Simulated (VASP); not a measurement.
# BN (zincblende type) (F-43m) in VASP: notebook

BN (zincblende type) is run at these levels: PBE; tasks: single point, relaxation of cell and atoms.

All numbers are computed with VASP 6.6.1; they aren't measurements. Logs are shortened: lines on timing, memory, paths and dates and some standing lists are left out, and cuts for length are marked.

### Step 1. The cell of the first run

It takes space group F-43m (No. 216, cubic). Conventional cell: a = 3.625 Å, b = 3.625 Å, c = 3.625 Å, α = 90.00°, β = 90.00°, γ = 90.00°. Within 2.1 Å of B (site symmetry -43m) lie 4 N at 1.57 Å. Within 2.1 Å of N (site symmetry -43m) lie 4 B at 1.57 Å.

### Step 2. Single point, PBE

Input file INCAR:

```
SYSTEM = BN
ALGO = Normal
EDIFF = 1E-6
ENCUT = 520
GGA = PE
ISIF = 2
ISMEAR = -1
LASPH = .True.
LCHARG = .False.
LREAL = .False.
LWAVE = .False.
NBANDS = 11
NELM = 80
PREC = Accurate
SIGMA = 0.05
```

Input file KPOINTS:

```
k-points
0
Gamma
  15 15 15
  0 0 0
```

Input file POSCAR:

```
BN
1.0
    0.0000000000      1.8123765344      1.8123765344
    1.8123765344      0.0000000000      1.8123765344
    1.8123765344      1.8123765344      0.0000000000
B N
1 1
Direct
    0.0000000000      0.0000000000      0.0000000000
    0.2500000000      0.2500000000      0.2500000000
```

Potentials or basis: VASP PAW PBE potentials, release 64 (B, N).

Started as:

```
$ cat potpaw_PBE.64/B/POTCAR potpaw_PBE.64/N/POTCAR > POTCAR
$ mpirun -np 1 vasp_std > vasp.out
```

OUTCAR:

```text
SYSTEM = BN
   EDIFF = 1E-6
   ENCUT = 520
   GGA = PE
   ISIF = 2
   ISMEAR = -1
   LASPH = .True.
   LREAL = .False.
   NELM = 80
   PREC = Accurate

 ion  position               nearest neighbor table
   1  0.000  0.000  0.000-   2 1.57   2 1.57   2 1.57   2 1.57
   2  0.250  0.250  0.250-   1 1.57   1 1.57   1 1.57   1 1.57

  LATTYP: Found a face centered cubic cell.
 ALAT       =     3.6247530688

  Lattice vectors:

 A1 = (   0.0000000000,   1.8123765344,   1.8123765344)
 A2 = (   1.8123765344,   0.0000000000,   1.8123765344)
 A3 = (   1.8123765344,   1.8123765344,   0.0000000000)

Analysis of symmetry for initial positions (statically):
=====================================================================
 Subroutine PRICEL returns:
 Original cell was already a primitive cell.

 Routine SETGRP: Setting up the symmetry group for a
 face centered cubic supercell.

 Subroutine GETGRP returns: Found 24 space group operations
 (whereof 24 operations were pure point group operations)
 out of a pool of 48 trial point group operations.

The static configuration has the point symmetry T_d .

Analysis of symmetry for dynamics (positions and initial velocities):
=====================================================================
 Subroutine PRICEL returns:
 Original cell was already a primitive cell.

 Routine SETGRP: Setting up the symmetry group for a
 face centered cubic supercell.

 Subroutine GETGRP returns: Found 24 space group operations
 (whereof 24 operations were pure point group operations)
 out of a pool of 48 trial point group operations.

The dynamic configuration has the point symmetry T_d .

 Subroutine INISYM returns: Found 24 space group operations
 (whereof 24 operations are pure point group operations),
 and found     1 'primitive' translations

----------------------------------------------------------------------------------------

                                     Primitive cell

  volume of cell :      11.9063

  direct lattice vectors                    reciprocal lattice vectors
     0.000000000  1.812376534  1.812376534    -0.275880862  0.275880862  0.275880862
     1.812376534  0.000000000  1.812376534     0.275880862 -0.275880862  0.275880862
     1.812376534  1.812376534  0.000000000     0.275880862  0.275880862 -0.275880862

  length of vectors
     2.563087475  2.563087475  2.563087475     0.477839669  0.477839669  0.477839669

  position of ions in fractional coordinates (direct lattice)
     0.000000000  0.000000000  0.000000000
     0.250000000  0.250000000  0.250000000

  ion indices of the primitive-cell ions
   primitive index   ion index
                 1           1
                 2           2

----------------------------------------------------------------------------------------

 KPOINTS: k-points

Automatic generation of k-mesh.
 Grid dimensions read from file:
 generate k-points for:   15   15   15

 Generating k-lattice:

  Cartesian coordinates                     Fractional coordinates (reciprocal lattice)
    -0.018392057  0.018392057  0.018392057     0.066666667  0.000000000  0.000000000
     0.018392057 -0.018392057  0.018392057     0.000000000  0.066666667  0.000000000
     0.018392057  0.018392057 -0.018392057     0.000000000  0.000000000  0.066666667

  Length of vectors
     0.031855978  0.031855978  0.031855978

  Shift w.r.t. Gamma in fractional coordinates (k-lattice)
     0.000000000  0.000000000  0.000000000

 Subroutine IBZKPT returns following result:
 ===========================================

 Found    120 irreducible k-points:

 Following reciprocal coordinates:
            Coordinates               Weight
  0.000000  0.000000  0.000000      1.000000
  0.066667  0.000000  0.000000      8.000000
  0.133333  0.000000  0.000000      8.000000
  0.200000  0.000000  0.000000      8.000000
  0.266667  0.000000  0.000000      8.000000
  0.333333  0.000000  0.000000      8.000000
[... 16 lines left out ...]
  0.133333  0.133333  0.000000      6.000000
  0.200000  0.133333  0.000000     24.000000
 [... further k-points ...]
   k-points           NKPTS =    120   k-points in BZ     NKDIM =    120   number of bands    NBANDS=     11
   number of dos      NEDOS =    301   number of ions     NIONS =      2
   total plane-waves  NPLWV =   8000
   dimension x,y,z NGX =    20 NGY =   20 NGZ =   20
   dimension x,y,z NGXF=    40 NGYF=   40 NGZF=   40
   ions per type =               1   1
   NGX,Y,Z   is equivalent  to a cutoff of  12.97, 12.97, 12.97 a.u.
   NGXF,Y,Z  is equivalent  to a cutoff of  25.94, 25.94, 25.94 a.u.
 SYSTEM =  BN
   PREC   = accura    normal or accurate (medium, high low for compatibility)
   ISTART =      0    job   : 0-new  1-cont  2-samecut
   ICHARG =      2    charge: 1-file 2-atom 10-const
   ISPIN  =      1    spin polarized calculation?
   LNONCOLLINEAR =      F non collinear calculations
   LSORBIT =      F    spin-orbit coupling
   LASPH  =      T    aspherical Exc in radial PAW
   ENCUT  =  520.0 eV  38.22 Ry    6.18 a.u.   4.77  4.77  4.77*2*pi/ulx,y,z
   NELM   =     80;   NELMIN=  2; NELMDL= -5     # of ELM steps
   EDIFF  = 0.1E-05   stopping-criterion for ELM
   LREAL  =      F    real-space projection
   EDIFFG = 0.1E-04   stopping-criterion for IOM
   NSW    =      0    number of steps for IOM
   IBRION =     -1    ionic relax: 0-MD 1-quasi-New 2-CG
   NFREE  =      0    steps in history (QN), initial steepest desc. (CG)
   ISIF   =      2    stress and relaxation
   ISYM   =      2    0-nonsym 1-usesym 2-fastsym
   POTIM  = 0.5000    time-step for ionic-motion
   TEBEG  =    0.0;   TEEND  =   0.0 temperature during run
   PSTRESS=    0.0 pullay stress
   NELECT =       8.0000    total number of electrons
   NUPDOWN=      -1.0000    fix difference up-down
   EMIN   =  10.00;   EMAX   =-10.00  energy-range for DOS
   EFERMI =   0.00;   METHOD = LEGACY
   ISMEAR =    -1;   SIGMA  =   0.05  broadening in eV -4-tet -1-fermi 0-gaus
   EFERMI_NEDOS =   21; number of points for ismear=-14 and -15
   IALGO  =     38    algorithm
   IMIX   =      4    mixing-type and parameters
     AMIX     =   0.40;   BMIX     =  1.00
     AMIX_MAG =   1.60;   BMIX_MAG =  1.00
  volume/ion in A,a.u.               =       5.95        40.17
  Fermi-wavevector in a.u.,A,eV,Ry     =   1.433881  2.709642 27.973773  2.056014
  Thomas-Fermi vector in A             =   2.553350
   LORBIT       =      0    0 simple, 1 ext, 2 COOP (PROOUT), +10 PAW based schemes
   GGA     = PE    functional components
   LHFCALC =     F    Hartree Fock is set to
   AEXX    =    0.0000 exact exchange contribution
   IVDW    =     0    specifies the selected vdW correction
   LEPSILON=     F    determine dielectric tensor
   LRPA    =     F    only Hartree local field effects (RPA)
 non-spin polarized calculation
  energy-cutoff  :      520.00
  volume of cell :       11.91
 maximum number of plane-waves:       331
   NGX =  9   NGY =  9   NGZ =  9

 number of electron       7.9999999 magnetization

 Free energy of the ion-electron system (eV)
  ---------------------------------------------------
  ext. energy  EPLUGINS =         0.00000000
  ---------------------------------------------------
  free energy    TOTEN  =       -17.45101535 eV

  energy without entropy =      -17.45101535  energy(sigma->0) =      -17.45101535

 E-fermi :   8.2886     XC(G=0): -12.7822

 val. band max:        7.3036855295   @ k =   0.0000   0.0000   0.0000
 cond. band min:      11.8099143908   @ k =   0.4667   0.4667   0.0000
 fundamental gap:      4.5062288613
 Fermi energy:         8.2885615027

 k-point     1 :       0.0000    0.0000    0.0000
  band No.  band energies     occupation
      1     -12.8354      2.00000
      2       7.3037      2.00000
      3       7.3037      2.00000
      4       7.3037      2.00000
      5      16.0851      0.00000
      6      16.0851      0.00000
      7      16.0851      0.00000
      8      17.5219      0.00000
      9      31.9044      0.00000
     10      34.9738      0.00000
     11      34.9738      0.00000

 k-point     2 :       0.0667    0.0000    0.0000
  band No.  band energies     occupation
      1     -12.7278      2.00000
      2       6.7051      2.00000
      3       7.1867      2.00000
      4       7.1867      2.00000
      5      16.2246      0.00000
      6      16.2630      0.00000
      7      16.2630      0.00000
      8      17.8921      0.00000
      9      31.7863      0.00000
     10      33.2035      0.00000
     11      33.2035      0.00000

 k-point     3 :       0.1333    0.0000    0.0000
  band No.  band energies     occupation
      1     -12.4074      2.00000
      2       5.2226      2.00000
      3       6.8815      2.00000
      4       6.8815      2.00000
      5      16.4612      0.00000
      6      16.7166      0.00000
      7      16.7166      0.00000
      8      18.8559      0.00000
      9      31.4302      0.00000
     10      31.7255      0.00000
     11      31.7255      0.00000

 k-point     4 :       0.2000    0.0000    0.0000
  band No.  band energies     occupation
      1     -11.8831      2.00000
      2       3.3411      2.00000
      3       6.4858      2.00000
      4       6.4858      2.00000
      5      16.6948      0.00000
      6      17.2549      0.00000
      7      17.2549      0.00000
      8      19.9946      0.00000
      9      30.9228      0.00000
     10      30.9228      0.00000
     11      30.9539      0.00000
[... 239 lines left out ...]
 k-point    22 :      -0.0667    0.0667    0.0000
  band No.  band energies     occupation
      1     -12.5493      2.00000
      2       6.0468      2.00000
      3       6.5951      2.00000
      4       7.1944      2.00000
      5      16.3220      0.00000
      6      16.3261      0.00000
      7      16.8393      0.00000
      8      18.4238      0.00000
      9      31.1854      0.00000
     10      31.3672      0.00000
     11      33.4950      0.00000

 k-point    23 :       0.1333    0.1333    0.0000
  band No.  band energies     occupation
      1     -12.2655      2.00000
      2       5.8992      2.00000
      3       6.0795      2.00000
      4       6.0795      2.00000
      5      15.3397      0.00000
      6      17.7818      0.00000
      7      17.7818      0.00000
      8      18.7836      0.00000
      9      27.7489      0.00000
     10      33.1426      0.00000
     11      35.7795      0.00000

 k-point    24 :       0.2000    0.1333    0.0000
  band No.  band energies     occupation
      1     -11.8806      2.00000
      2       4.4938      2.00000
      3       5.5894      2.00000
      4       5.9752      2.00000
      5      15.2722      0.00000
      6      18.3009      0.00000
      7      18.5112      0.00000
      8      19.3879      0.00000
      9      26.7584      0.00000
     10      33.3710      0.00000
     11      34.9669      0.00000

 [... further k-points ...]

------------------------ aborting loop because EDIFF is reached ----------------------------------------

  FORCE on cell =-STRESS in cart. coord.  units (eV):
  Direction    XX          YY          ZZ          XY          YZ          ZX
  --------------------------------------------------------------------------------------
  -------------------------------------------------------------------------------------
  Total        0.0166876      0.0166876      0.0166876      0.0000000      0.0000000      0.0000000
  in kB        2.2455807      2.2455807      2.2455807      0.0000000      0.0000000      0.0000000
  external PRESSURE =       2.2455807 kB  Pullay stress =       0.0000000 kB

 VOLUME and BASIS-vectors are now :
 -----------------------------------------------------------------------------
  energy-cutoff  :      520.00
  volume of cell :       11.91
      direct lattice vectors                 reciprocal lattice vectors
     0.000000000  1.812376534  1.812376534    -0.275880862  0.275880862  0.275880862
     1.812376534  0.000000000  1.812376534     0.275880862 -0.275880862  0.275880862
     1.812376534  1.812376534  0.000000000     0.275880862  0.275880862 -0.275880862

 POSITION                                       TOTAL-FORCE (eV/Angst)
 -----------------------------------------------------------------------------------
      0.00000      0.00000      0.00000         0.000000     -0.000000      0.000000
      0.90619      0.90619      0.90619        -0.000000      0.000000     -0.000000
 -----------------------------------------------------------------------------------
    total drift:                                0.000000      0.000000      0.000000

  FREE ENERGIE OF THE ION-ELECTRON SYSTEM (eV)
  ---------------------------------------------------
  free  energy   TOTEN  =       -17.4510153537 eV

  energy  without entropy=      -17.4510153537  energy(sigma->0) =      -17.45101535
```

Wall time 23 s (1 thread of Intel Xeon 8259CL, shared host); peak memory 0.13 GiB.

What came out:

| Property | Result |
| --- | --- |
| Free energy | -17.4510 eV |
| Pressure | 0.2 GPa |
| Band gap on the k mesh | 4.51 eV, indirect (least direct gap 8.78 eV) |

A k mesh can miss the band edges.

### Step 3. Single point, PBE

Input file INCAR:

```
ALGO     = Normal         # electronic algorithm
EDIFF    = 1E-6           # SCF threshold, eV
ENCUT    = 520            # plane-wave cutoff, eV
GGA      = PE             # functional
ISIF     = 2              # what is computed and relaxed
ISMEAR   = -1             # smearing method
LASPH    = True           # aspherical terms in the spheres
LCHARG   = False          # write CHGCAR
LREAL    = False          # projectors in reciprocal space
LWAVE    = False          # write WAVECAR
NBANDS   = 11             # bands
NELM     = 100            # most SCF steps
PREC     = Accurate       # precision mode
SIGMA    = 0.05           # smearing width, eV
```

Input file KPOINTS:

```
k-points
0
Gamma
  15 15 15
```

POSCAR is that of step 2.

Potentials or basis: VASP PAW PBE potentials, release 64 (B, N).

Started as:

```
$ cat potpaw_PBE.64/B/POTCAR potpaw_PBE.64/N/POTCAR > POTCAR
$ mpirun -np 1 vasp_std > vasp.out
```

Run time: 25 s. Hardware: 1 thread of Intel Xeon 8259CL, shared host; peak memory 0.13 GiB.

It converged, with:

```
Free energy            : -17.4510 eV
Pressure               : 0.2 GPa
Band gap on the k mesh : 4.51 eV, indirect (least direct gap 8.78 eV)
```

Levels at points of the mesh, in eV from the valence-band top:
| k point | band 1 | band 2 | band 3 | band 4 | band 5 | band 6 | band 7 | band 8 | band 9 |
| --- | --- | --- | --- | --- | --- | --- | --- | --- | --- |
| (0.00, 0.00, 0.00) | -20.14 | 0.00 | 0.00 | 0.00 | 8.78 | 8.78 | 8.78 | 10.22 | 24.60 |

A k mesh can miss the band edges. A hybrid or GW would open this gap; PBE tends to underestimate it.

### Step 4. Relaxation of cell and atoms, PBE, target pressure 0.002 GPa, at which the enthalpy is minimised

Input file INCAR:

```
SYSTEM = BN
PREC     = Accurate       ! precision mode
ENCUT    = 600            ! plane-wave cutoff, eV
EDIFF    = 1E-7           ! SCF threshold, eV
ISMEAR   = -1             ! smearing method
SIGMA    = 0.05           ! smearing width, eV
LREAL    = .FALSE.        ! projectors in reciprocal space
LASPH    = .TRUE.         ! aspherical terms in the spheres
NELM     = 60             ! most SCF steps
ALGO     = Normal         ! electronic algorithm
ISIF     = 3              ! what is computed and relaxed
LWAVE    = .FALSE.        ! write WAVECAR
LCHARG   = .FALSE.        ! write CHGCAR
GGA      = PE             ! functional
IBRION   = 2              ! ionic algorithm
NSW      = 32             ! ionic steps
EDIFFG   = -0.005         ! ionic threshold
PSTRESS  = 0.02
```

Input file KPOINTS:

```
Automatic mesh
0
G
  15 15 15
  0 0 0
```

POSCAR is that of step 3.

Started as:

```
$ cat potpaw_PBE.64/B/POTCAR potpaw_PBE.64/N/POTCAR > POTCAR
$ mpirun -np 1 vasp_std > vasp.out
```

It took 8.3 s on 1 thread of Intel Xeon 6975P-C (Granite Rapids), shared host; peak memory 0.12 GiB.

The run converged. Its results:

```
Free energy             : -17.4546 eV
Pressure after relaxing : -0.1 GPa
Band gap on the k mesh  : 4.51 eV, indirect (least direct gap 8.78 eV)
```

Final structure:
```
CELL_PARAMETERS angstrom
0.00000 1.81238 1.81238
1.81238 0.00000 1.81238
1.81238 1.81238 0.00000
ATOMIC_POSITIONS crystal
B 0.00000 0.00000 0.00000
N 0.25000 0.25000 0.25000
```

Levels at points of the mesh, in eV from the valence-band top:
```csv
k point,band 2,band 3,band 4,band 5,band 6,band 7
"(0.00, 0.00, 0.00)",0.00,0.00,0.00,8.78,8.78,8.78
```

Caveat: the relaxation stopped at its first step, so nothing moved; the cell is relaxed towards a set pressure, so the enthalpy falls and the energy may rise. A k mesh can miss the band edges.

### Step 5. Relaxation of cell and atoms, PBE, target pressure 0.002 GPa, at which the enthalpy is minimised

This run uses another cell than the first one, of 6.45 Å³/atom, 1.084 times its volume.

Input file INCAR:

```
  PREC = Accurate
  ENCUT = 600
  EDIFF = 1E-7
  ISMEAR = -1
  SIGMA = 0.05
  LREAL = F
  LASPH = T
  NELM = 100
  ALGO = Normal
  ISIF = 3
  LWAVE = F
  LCHARG = F
  GGA = PE
  IBRION = 2
  NSW = 60
  EDIFFG = -0.005
  PSTRESS = 0.02
```

Input file KPOINTS:

```
regular mesh
0
Gamma
  15 15 15
```

Input file POSCAR:

```
BN
1.0
    0.0000000000      1.8614982743      1.8614982743
    1.8614982743      0.0000000000      1.8614982743
    1.8614982743      1.8614982743      0.0000000000
B N
1 1
Direct
    0.0000000000      0.0000000000      0.0000000000
    0.2500000000      0.2500000000      0.2500000000
```

Started as:

```
$ cat potpaw_PBE.64/B/POTCAR potpaw_PBE.64/N/POTCAR > POTCAR
$ mpirun -np 1 vasp_std > vasp.out
```

Wall time 20 s (1 thread of Intel Xeon 6975P-C (Granite Rapids), shared host); peak memory 0.14 GiB.

Results (log left out):

```yaml
Free_energy: -17.4576 eV
Relaxed_volume: 5.95 Å³/atom
Relaxed_cell: a = 2.563 Å, b = 2.563 Å, c = 2.563 Å, α = 60.00°, β = 60.00°, γ = 60.00°
Space_group_after_relaxing_to_0.05_Å: F-43m (No. 216)
Energy_change_on_relaxing_the_enthalpy_is_what_falls: -43.0 meV/atom
Ionic_steps: 6
Pressure_after_relaxing: 0.0 GPa
Band_gap_on_the_k_mesh: 4.51 eV, indirect (least direct gap 8.78 eV)
```

The path:
```
step  energy change (eV)  largest force (eV/Å)  pressure (GPa)  volume (Å³)
   1              0.0000                0.0000          -25.92        12.90
   2             -0.0057                0.0000           31.98        11.05
   3             -0.0861                0.0000           -0.35        11.91
   4             -0.0861                0.0000            0.26        11.89
   5             -0.0861                0.0000           -0.21        11.91
   6             -0.0861                0.0000            0.01        11.90
```

Final structure:
```
B N
1.0
     0.00000    1.81218    1.81218
     1.81218    0.00000    1.81218
     1.81218    1.81218    0.00000
B N
1 1
Cartesian
  1.8122 1.8122 0.0000
  0.9061 0.9061 0.9061
```

Levels at points of the mesh, in eV from the valence-band top:
| k point | band 1 | band 2 | band 3 | band 4 | band 5 | band 6 | band 7 | band 8 |
| --- | --- | --- | --- | --- | --- | --- | --- | --- |
| (0.00, 0.00, 0.00) | -20.14 | 0.00 | 0.00 | 0.00 | 8.78 | 8.78 | 8.78 | 10.22 |

Caveat: the cell is relaxed towards a set pressure, so the enthalpy falls and the energy may rise.

### Step 6. Overview

```csv
task,cell,cutoff (eV),gap on the mesh (eV),pressure (GPa)
single point,"a = 2.563 Å, angles 60.0°, 2 atoms",520,4.51,0.2
relaxation of cell and atoms,"relaxed to 0.002 GPa from a = 2.563 Å, angles 60.0°, 2 atoms",600,4.51,-0.1
relaxation of cell and atoms,"relaxed to 0.002 GPa from a = 2.633 Å, angles 60.0°, 2 atoms",600,4.51,0.0
```

Alike in all rows: level PBE; potentials or basis VASP PAW PBE potentials, release 64 (B, N); no spin polarisation; k mesh 15 × 15 × 15; smearing fermi-dirac 0.05 eV.

Caveats: the cell is relaxed towards a set pressure, so the enthalpy falls and the energy may rise (some runs); the relaxation stopped at its first step, so nothing moved (some runs).

Absolute energies hang on the potentials; compare differences alone.
